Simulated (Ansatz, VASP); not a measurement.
Two plane-wave programs on C

```
C
1.0
     0.00000    2.16954    3.34800
     1.25256    0.00000    3.34800
     1.25256    2.16954    0.00000
C
2
Direct
  0.16667 0.83333 0.16667
  0.83333 0.16667 0.83333
```

Change from the starting cell: equal xx and yy strain of +2 %, PAW files.

Alike in both runs: task electric field gradients; functional PBE; k mesh 18 × 18 × 18; occupations fermi-dirac, width 0.05 eV; no spin polarisation.

|  | VASP | Ansatz |
| --- | --- | --- |
| version | VASP 6.6.1 | Ansatz 0.2.0 |
| potentials or method | VASP PAW PBE potentials, release 64 (C) | PAW with Ansatz's default frozen-core files, scalar-relativistic |
| plane-wave cutoff (eV) | 520 | 420 |
| valence electrons in the cell | 8 | 8 |

|  | VASP | Ansatz | Ansatz less VASP |
| --- | --- | --- | --- |
| pressure (GPa) | -10.6 | -11.0 | -0.42 |
| traceless stress, the component that is largest in VASP (GPa) | 14.46 | 14.93 | +0.476 |
| size of Vzz on the site where it differs most (V/Å²) | 27.6 | 20.6 | -7.01 |
